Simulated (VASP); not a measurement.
# MgB2 (P6/mmm) in VASP: notebook, part 2 of 3

VASP 6.6.1.

**3. Relaxation of shape and atoms at fixed volume, PBE (volume scaled by 0.97)**

INCAR

```
SYSTEM = MgB2
PREC = Accurate ; ENCUT = 600
EDIFF = 1E-6 ; ISMEAR = 0
SIGMA = 0.1 ; LREAL = .FALSE.
LASPH = .TRUE. ; NELM = 100
ALGO = Normal ; ISIF = 4
LWAVE = .FALSE. ; LCHARG = .FALSE.
GGA = PE ; IBRION = 2
NSW = 50 ; EDIFFG = -0.01
```

KPOINTS

```
regular mesh
0
G
  15 15 12
  0 0 0
```

POSCAR

```
MgB2
1.0
    3.0418569918      0.0000000000      0.0000000000
   -1.5209284959      2.6343254296      0.0000000000
    0.0000000000      0.0000000000      3.4963226498
Mg B
1 2
Direct
    0.0000000000      0.0000000000      0.0000000000
    0.3333333333      0.6666666667      0.5000000000
    0.6666666667      0.3333333333      0.5000000000
```

Potentials or basis: VASP PAW PBE potentials, release 64 (Mg, B).

Run with:

```console
> cat potpaw_PBE.64/Mg/POTCAR potpaw_PBE.64/B/POTCAR > POTCAR
> mpirun -np 1 vasp_std > vasp.out
```

OUTCAR:

```text
SYSTEM = MgB2
   PREC = Accurate
   ENCUT = 600
   EDIFF = 1E-6
   ISMEAR = 0
   LREAL = .FALSE.
   LASPH = .TRUE.
   NELM = 100
   ISIF = 4
   GGA = PE
   IBRION = 2
   NSW = 50
   EDIFFG = -0.01

 ion  position               nearest neighbor table
   1  0.000  0.000  0.000-   2 2.48   3 2.48   2 2.48   3 2.48   3 2.48   3 2.48   2 2.48   2 2.48
                             3 2.48   3 2.48   2 2.48   2 2.48
   2  0.333  0.667  0.500-   3 1.76   3 1.76   3 1.76   1 2.48   1 2.48   1 2.48   1 2.48   1 2.48
                             1 2.48
   3  0.667  0.333  0.500-   2 1.76   2 1.76   2 1.76   1 2.48   1 2.48   1 2.48   1 2.48   1 2.48
                             1 2.48

  LATTYP: Found a hexagonal cell.
 ALAT       =     3.0418569918
 C/A-ratio  =     1.1494040184

  Lattice vectors:

 A1 = (   3.0418569918,   0.0000000000,   0.0000000000)
 A2 = (  -1.5209284959,   2.6343254296,   0.0000000000)
 A3 = (   0.0000000000,   0.0000000000,   3.4963226498)

Analysis of symmetry for initial positions (statically):
=====================================================================
 Subroutine PRICEL returns:
 Original cell was already a primitive cell.

 Routine SETGRP: Setting up the symmetry group for a
 hexagonal supercell.

 Subroutine GETGRP returns: Found 24 space group operations
 (whereof 24 operations were pure point group operations)
 out of a pool of 24 trial point group operations.

The static configuration has the point symmetry D_6h.

Analysis of symmetry for dynamics (positions and initial velocities):
=====================================================================
 Subroutine PRICEL returns:
 Original cell was already a primitive cell.

 Routine SETGRP: Setting up the symmetry group for a
 hexagonal supercell.

 Subroutine GETGRP returns: Found 24 space group operations
 (whereof 24 operations were pure point group operations)
 out of a pool of 24 trial point group operations.

The dynamic configuration has the point symmetry D_6h.

 Subroutine INISYM returns: Found 24 space group operations
 (whereof 24 operations are pure point group operations),
 and found     1 'primitive' translations

----------------------------------------------------------------------------------------

                                     Primitive cell

  volume of cell :      28.0169

  direct lattice vectors                    reciprocal lattice vectors
     3.041856992  0.000000000  0.000000000     0.328746553  0.189801911  0.000000000
    -1.520928496  2.634325430  0.000000000     0.000000000  0.379603821  0.000000000
     0.000000000  0.000000000  3.496322650     0.000000000  0.000000000  0.286014793

  length of vectors
     3.041856992  3.041856992  3.496322650     0.379603821  0.379603821  0.286014793

  position of ions in fractional coordinates (direct lattice)
     0.000000000  0.000000000  0.000000000
     0.333333333  0.666666667  0.500000000
     0.666666667  0.333333333  0.500000000

  ion indices of the primitive-cell ions
   primitive index   ion index
                 1           1
                 2           2
                 3           3
[... 34 lines left out ...]
  0.333333  0.000000  0.000000      6.000000
[... 16 lines left out ...]
  0.333333  0.200000  0.000000     12.000000
  0.400000  0.200000  0.000000      6.000000
 [... further k-points ...]
   k-points           NKPTS =    189   k-points in BZ     NKDIM =    189   number of bands    NBANDS=      8
   number of dos      NEDOS =    301   number of ions     NIONS =      3
   total plane-waves  NPLWV =  16128
   dimension x,y,z NGX =    24 NGY =   24 NGZ =   28
   dimension x,y,z NGXF=    48 NGYF=   48 NGZF=   56
   ions per type =               1   2
   NGX,Y,Z   is equivalent  to a cutoff of  13.12, 13.12, 13.31 a.u.
   NGXF,Y,Z  is equivalent  to a cutoff of  26.23, 26.23, 26.63 a.u.
 SYSTEM =  MgB2
   PREC   = accura    normal or accurate (medium, high low for compatibility)
   ISTART =      0    job   : 0-new  1-cont  2-samecut
   ICHARG =      2    charge: 1-file 2-atom 10-const
   ISPIN  =      1    spin polarized calculation?
   LNONCOLLINEAR =      F non collinear calculations
   LSORBIT =      F    spin-orbit coupling
   LASPH  =      T    aspherical Exc in radial PAW
   ENCUT  =  600.0 eV  44.10 Ry    6.64 a.u.   6.08  6.08  6.98*2*pi/ulx,y,z
   NELM   =    100;   NELMIN=  2; NELMDL= -5     # of ELM steps
   EDIFF  = 0.1E-05   stopping-criterion for ELM
   LREAL  =      F    real-space projection
   EDIFFG = -.1E-01   stopping-criterion for IOM
   NSW    =     50    number of steps for IOM
   IBRION =      2    ionic relax: 0-MD 1-quasi-New 2-CG
   NFREE  =      1    steps in history (QN), initial steepest desc. (CG)
   ISIF   =      4    stress and relaxation
   ISYM   =      2    0-nonsym 1-usesym 2-fastsym
   POTIM  = 0.5000    time-step for ionic-motion
   TEBEG  =    0.0;   TEEND  =   0.0 temperature during run
   PSTRESS=    0.0 pullay stress
   NELECT =       8.0000    total number of electrons
   NUPDOWN=      -1.0000    fix difference up-down
   EMIN   =  10.00;   EMAX   =-10.00  energy-range for DOS
   EFERMI =   0.00;   METHOD = LEGACY
   ISMEAR =     0;   SIGMA  =   0.10  broadening in eV -4-tet -1-fermi 0-gaus
   EFERMI_NEDOS =   21; number of points for ismear=-14 and -15
   IALGO  =     38    algorithm
   IMIX   =      4    mixing-type and parameters
     AMIX     =   0.40;   BMIX     =  1.00
     AMIX_MAG =   1.60;   BMIX_MAG =  1.00
  volume/ion in A,a.u.               =       9.34        63.02
  Fermi-wavevector in a.u.,A,eV,Ry     =   1.078032  2.037185 15.812047  1.162153
  Thomas-Fermi vector in A             =   2.213960
   LORBIT       =      0    0 simple, 1 ext, 2 COOP (PROOUT), +10 PAW based schemes
   GGA     = PE    functional components
   LHFCALC =     F    Hartree Fock is set to
   AEXX    =    0.0000 exact exchange contribution
   IVDW    =     0    specifies the selected vdW correction
   LEPSILON=     F    determine dielectric tensor
   LRPA    =     F    only Hartree local field effects (RPA)
 conjugate gradient relaxation of ions
 non-spin polarized calculation
 Gauss-broadening in eV      SIGMA  =   0.10
  energy-cutoff  :      600.00
  volume of cell :       28.02
 maximum number of plane-waves:       954
   NGX = 13   NGY = 13   NGZ = 13

--------------------------------------- Ionic step        1  -------------------------------------------

 number of electron       8.0000000 magnetization

 Free energy of the ion-electron system (eV)
  ---------------------------------------------------
  ext. energy  EPLUGINS =         0.00000000
  ---------------------------------------------------
  free energy    TOTEN  =       -15.31527025 eV

  energy without entropy =      -15.31178323  energy(sigma->0) =      -15.31352674

------------------------ aborting loop because EDIFF is reached ----------------------------------------

  FORCE on cell =-STRESS in cart. coord.  units (eV):
  Direction    XX          YY          ZZ          XY          YZ          ZX
  --------------------------------------------------------------------------------------
  -------------------------------------------------------------------------------------
  Total        0.9321657      0.9321657      0.5636890      0.0000000     -0.0000000      0.0000000
  in kB       53.3069665     53.3069665     32.2352029      0.0000000     -0.0000000      0.0000000
  external PRESSURE =      46.2830453 kB  Pullay stress =       0.0000000 kB
[... 61 lines left out ...]
--------------------------------------- Ionic step        3  -------------------------------------------

 number of electron       8.0000000 magnetization

 Free energy of the ion-electron system (eV)
  ---------------------------------------------------
  ext. energy  EPLUGINS =         0.00000000
  ---------------------------------------------------
  free energy    TOTEN  =       -15.31615493 eV

  energy without entropy =      -15.31204952  energy(sigma->0) =      -15.31410222

 E-fermi :   5.5078     XC(G=0): -11.0523

 val. band max:        5.4993427096   @ k =   0.1333   0.0000   0.3333
 cond. band min:       5.5124806197   @ k =   0.0667   0.0000   0.0833
 fundamental gap:      0.0131379101
 Fermi energy:         5.5077639493

 k-point     1 :       0.0000    0.0000    0.0000
  band No.  band energies     occupation
      1      -7.1142      2.00000
      2       2.5201      2.00000
      3       5.8934      0.00000
      4       5.8934      0.00000
      5       7.2796      0.00000
      6      11.9596      0.00000
      7      11.9596      0.00000
      8      13.9646      0.00000
[... 243 lines left out ...]
 k-point    24 :       0.4000    0.2000    0.0000
  band No.  band energies     occupation
      1      -2.6670      2.00000
      2      -2.0056      2.00000
      3       1.0113      2.00000
      4       6.3127      0.00000
      5       8.3154      0.00000
      6      11.3375      0.00000
      7      11.5770      0.00000
      8      13.9365      0.00000

 [... further k-points ...]
[... 5 lines left out ...]
  --------------------------------------------------------------------------------------
  -------------------------------------------------------------------------------------
  Total        0.7547721      0.7547721      0.7559970      0.0000000      0.0000000      0.0000000
  in kB       43.1625133     43.1625133     43.2325574      0.0000000      0.0000000      0.0000000
  external PRESSURE =      43.1858614 kB  Pullay stress =       0.0000000 kB
[... 18 lines left out ...]
  FREE ENERGIE OF THE ION-ELECTRON SYSTEM (eV)
  ---------------------------------------------------
  free  energy   TOTEN  =       -15.3161549270 eV

  energy  without entropy=      -15.3120495174  energy(sigma->0) =      -15.31410222

 reached required accuracy - stopping structural energy minimisation
```

OSZICAR:

```text
N       E                     dE             d eps       ncg     rms          rms(c)
DAV:   1     0.908575398182E+01    0.90858E+01   -0.42546E+03  3096   0.948E+02
DAV:   2    -0.167503894906E+02   -0.25836E+02   -0.24845E+02  4376   0.121E+02
DAV:   3    -0.171029235328E+02   -0.35253E+00   -0.35193E+00  4048   0.168E+01
[... 17 lines left out ...]
       N       E                     dE             d eps       ncg     rms          rms(c)
DAV:   1    -0.153161881376E+02   -0.67637E-04   -0.15541E-03  4344   0.308E-01    0.221E-02
DAV:   2    -0.153161595986E+02    0.28539E-04   -0.63457E-05  4088   0.524E-02    0.851E-03
DAV:   3    -0.153161551456E+02    0.44530E-05   -0.16619E-05  3760   0.228E-02    0.205E-03
DAV:   4    -0.153161549270E+02    0.21858E-06   -0.69061E-07  2208   0.666E-03
   3 F= -.15316155E+02 E0= -.15314102E+02  d E =-.884679E-03
```

Wall time 42 s (1 thread of Intel Xeon 6975P-C, shared host); peak memory 0.19 GiB.

What came out:

```
Free energy               : -15.3162 eV
Energy gained by relaxing : 0.3 meV/atom
Ionic steps               : 3
Pressure after relaxing   : 4.3 GPa
Band gap on the k mesh    : zero (band 4 reaches 7.35 eV, above the bottom of band 5 at 3.45 eV)
```

The path:
```csv
step,energy change (eV),largest force (eV/Å),pressure (GPa),volume (Å³)
1,0.0000,0.0000,4.63,28.02
2,-0.0009,0.0000,4.38,28.02
3,-0.0009,0.0000,4.32,28.02
```

Final structure:
```yaml
crystal:
  lattice:
    - [3.04946, 0.00000, 0.00000]
    - [-1.52473, 2.64091, 0.00000]
    - [0.00000, 0.00000, 3.47891]
  atoms:
    - { symbol: Mg, position: [0.00000, 0.00000, 0.00000] }
    - { symbol: B, position: [0.33333, 0.66667, 0.50000] }
    - { symbol: B, position: [0.66667, 0.33333, 0.50000] }
```

Caveat: the cell differs from its parent crystal (volume scaled by 0.97).

[end of part 2 of 3]
